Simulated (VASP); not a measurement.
Crystal: Cs.

```xyz
1
Lattice="4.9226 0.0000 0.0000 0.0000 4.9226 0.0000 0.0000 0.0000 4.9226" Properties=species:S:1:pos:R:3 pbc="T T T"
Cs    0.0000    0.0000    0.0000
```

This isn't the form of Cs at room conditions, which is bcc.

- Program: VASP 6.6.1
- Task: relaxation of cell and atoms
- Functional: LDA
- Potentials or basis: VASP PAW LDA potentials, release 64 (Cs_sv)
- Cutoff: 600 eV
- k mesh: 7 × 7 × 7
- Occupations: fermi-dirac, width 0.1 eV
- Spin: no spin polarisation

At the start: pressure -0.2 GPa; volume 119.28 Å³/atom.

**Question.** How do energy, volume and symmetry change on relaxing?

**Answer.** Over 5 steps the energy falls by 8.3 meV/atom and the volume is 106.02 Å³/atom (-11.1 %); space group Pm-3m (No. 221, to 0.1 Å) before and after.

Step by step:
| step | energy change (eV) | largest force (eV/Å) | pressure (GPa) | volume (Å³) |
| --- | --- | --- | --- | --- |
| 1 | 0.0000 | 0.0000 | -0.18 | 119.28 |
| 2 | -0.0025 | 0.0000 | -0.16 | 116.92 |
| 3 | -0.0075 | 0.0000 | -0.07 | 110.03 |
| 4 | -0.0037 | 0.0000 | 0.17 | 97.07 |
| 5 | -0.0083 | 0.0000 | 0.00 | 106.02 |

Final structure:
```xyz
1
Lattice="4.7329 0.0000 0.0000 0.0000 4.7329 0.0000 0.0000 0.0000 4.7329" Properties=species:S:1:pos:R:3 pbc="T T T"
Cs    0.0000    0.0000    0.0000
```
